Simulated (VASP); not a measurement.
Input of a VASP 6.6.1 run:

File INCAR:

```
SYSTEM = Sc
ALGO = Fast
EDIFF = 1E-6
ENCUT = 520
GGA = PE
ISIF = 2
ISMEAR = 0
LASPH = .True.
LCHARG = .True.
LELF = .True.
LREAL = .False.
LVHAR = .True.
LWAVE = .False.
NBANDS = 18
NELM = 80
PREC = Accurate
SIGMA = 0.15
```

Contents of KPOINTS:

```
k-points
0
Gamma
  18 18 10
  0 0 0
```

Contents of POSCAR:

```
Sc
1.0
    3.2095339604      0.0000000000      0.0000000000
   -1.6047669802      2.9514681261      0.0000000000
    0.0000000000      0.0000000000      5.2680000000
Sc
2
Direct
    0.3333333333      0.6666666667      0.2500000000
    0.6666666667      0.3333333333      0.7500000000
```

Potentials or basis: VASP PAW PBE potentials, release 64 (Sc_sv).

Run with:

```sh
$ cat potpaw_PBE.64/Sc_sv/POTCAR > POTCAR
$ mpirun -np 1 vasp_std > vasp.out
```

Q: Predict the band gap on the k mesh.

A: Zero (bands 11 and 12 overlap by 1.36 eV).

Q: Predict the largest force.

A: 0.094 eV/Å.

Q: Predict the pressure.

A: -0.5 GPa.

Stress tensor (GPa, compression positive):
```
 2.27  0.00  0.00
 0.00 -2.20  0.00
 0.00  0.00 -1.49
```

Caveat: the cell differs from its parent crystal (strain -0.0300 x Voigt [1, -1, 0, 0, 0, 0]).
